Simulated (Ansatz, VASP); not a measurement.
**MoN2: VASP beside Ansatz**

```
CELL_PARAMETERS angstrom
4.34805 0.00000 0.00000
0.00000 4.34805 0.00000
0.00000 0.00000 2.76746
ATOMIC_POSITIONS crystal
Mo 0.00000 0.00000 0.00000
Mo 0.50000 0.50000 0.00000
N 0.61165 0.88835 0.50000
N 0.38835 0.11165 0.50000
N 0.11165 0.61165 0.50000
N 0.88835 0.38835 0.50000
```

Alike in both runs: task single point; functional PBE; k mesh 6 × 6 × 10; occupations fermi-dirac, width 0.05 eV; no spin polarisation.

|  | VASP | Ansatz |
| --- | --- | --- |
| version | VASP 6.6.1 | Ansatz 0.2.0 |
| potentials or method | VASP PAW PBE potentials, release 64 (Mo_sv, N) | Ansatz PAW |
| plane-wave cutoff (eV) | 520 | 420 |
| valence electrons in the cell | 48 | 48 |

Ansatz gave:

```
gap on the k mesh at the Fermi level (eV)                     : none
pressure (GPa)                                                : -3.8
traceless stress, the component that is largest in VASP (GPa) : -0.87
rms of the force components (eV/Å)                            : 0.034
```

What did VASP give for the same quantities?

gap on the k mesh at the Fermi level (eV): none; pressure (GPa): -3.3; traceless stress, the component that is largest in VASP (GPa): -1.08; rms of the force components (eV/Å): 0.073.

Atom by atom the forces differ by 0.039 eV/Å (rms over components). A gap of «none» marks a metal or a gap that the smearing closes. With one functional, cell and mesh, what is left measures potentials, basis and numerics.
